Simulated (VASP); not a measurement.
## InAs: single point with PBE

The system is InAs.

```
In As
1.0
     4.73122    0.00000    0.00000
    -2.36561    4.09736    0.00000
     0.00000    0.00000    2.91089
In As
1 1
Direct
  0.00000 0.00000 0.00000
  0.66667 0.33333 0.00000
```

| Quantity | Value |
| --- | --- |
| Program | VASP 6.6.1 |
| Task | single point |
| Functional | PBE |
| Potentials or basis | VASP PAW PBE potentials, release 64 (In_d, As) |
| Cutoff | 520 eV |
| k mesh | 7 × 7 × 9 |
| Occupations | fermi-dirac, width 0.05 eV |
| Spin | no spin polarisation |

```json
{"Pressure": "2.0 GPa", "Band gap on the k mesh": "zero (band 9 reaches 5.87 eV, above the bottom of band 10 at 3.58 eV)"}
```

Stress tensor (GPa, compression positive):
```
1.80 0.00 0.00
0.00 1.79 0.00
0.00 0.00 2.47
```

Levels at points of the mesh, in eV from the Fermi level:
| k point | band 6 | band 7 | band 8 | band 9 | band 10 | band 11 | band 12 | band 13 |
| --- | --- | --- | --- | --- | --- | --- | --- | --- |
| (0.00, 0.00, 0.00) | -12.25 | -4.02 | -2.43 | -2.43 | 2.13 | 2.13 | 4.14 | 5.41 |

Run time: 31 s on 1 thread of AMD EPYC 9R45 96-Core Processor (Zen 5), on a shared host, peak memory 0.2 GiB.

Caveat: spin-orbit coupling is left out, which moves the levels of the heavy elements.
